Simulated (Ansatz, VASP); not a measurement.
# Two plane-wave programs on Te2Mo

The input INCAR:

```
PREC = Accurate
ENCUT = 520
EDIFF = 1E-6
ISMEAR = 0
SIGMA = 0.05
LREAL = False
LASPH = True
NELM = 60
ALGO = Normal
ISIF = 2
LWAVE = False
LCHARG = False
NBANDS = 20
```

File KPOINTS:

```
Automatic mesh
0
Gamma
  12 12 2
```

Contents of POSCAR:

```
Te2Mo
1.0
    3.7026421266      0.0000000000      0.0000000000
   -1.8513210633      3.2065821427      0.0000000000
    0.0000000000      0.0000000000     18.9259824456
Te Mo
2 1
Direct
    0.3333333333      0.6666666667      0.8978554500
    0.3333333333      0.6666666667      0.1021445500
    0.0000000000      0.0000000000      0.0000000000
```

Input for Ansatz:

```yaml
crystal:
  lattice:
    - [3.7026421266, 0.0, 0.0]
    - [-1.8513210633, 3.2065821427, 0.0]
    - [0.0, 0.0, 18.9259824456]
  atoms:
    - { symbol: Te, position: [0.3333333333, 0.6666666667, 0.89785545] }
    - { symbol: Te, position: [0.3333333333, 0.6666666667, 0.10214455] }
    - { symbol: Mo, position: [0.0, 0.0, 0.0] }
basis:
  ecutwfc: 420
kpoints:
  mp_grid: { grid: [12, 12, 2] }
hamiltonian:
  xc: lda
scf:
  occupations: { method: gaussian, width: 0.05 }
output:
  forces: true
  stress: true
  eigenvalues: true
```

Change from the starting cell: strain +0.040 along x and y, +0.080 along z, atoms carried along.

Alike in both runs: task single point; functional LDA; k mesh 12 × 12 × 2; occupations gaussian, width 0.05 eV; no spin polarisation.

```csv
,VASP,Ansatz
version,VASP 6.6.1,Ansatz 0.2.0
potentials or method,"VASP PAW LDA potentials, release 64 (Te, Mo_sv), cutoff 520 eV","scalar-relativistic, plane waves, PAW"
valence electrons in the cell,26,46
```

|  | VASP | Ansatz | Ansatz less VASP |
| --- | --- | --- | --- |
| gap on the k mesh at the Fermi level (eV) | 0.92 | 0.92 | -0.002 |
| least direct gap on the mesh (eV) | 0.92 | 0.92 | -0.002 |
| rms of the force components (eV/Å) | 1.090 | 1.103 | +0.0135 |

LDA's correlation is that of Perdew and Zunger in VASP and of Perdew and Wang (1992) in Ansatz. Atom by atom the forces differ by 0.013 eV/Å (rms over components). VASP's potentials hold 26 valence electrons a cell and Ansatz's 46, so a difference there can come from the potentials and not from the codes.

Neither program's run includes spin-orbit coupling.
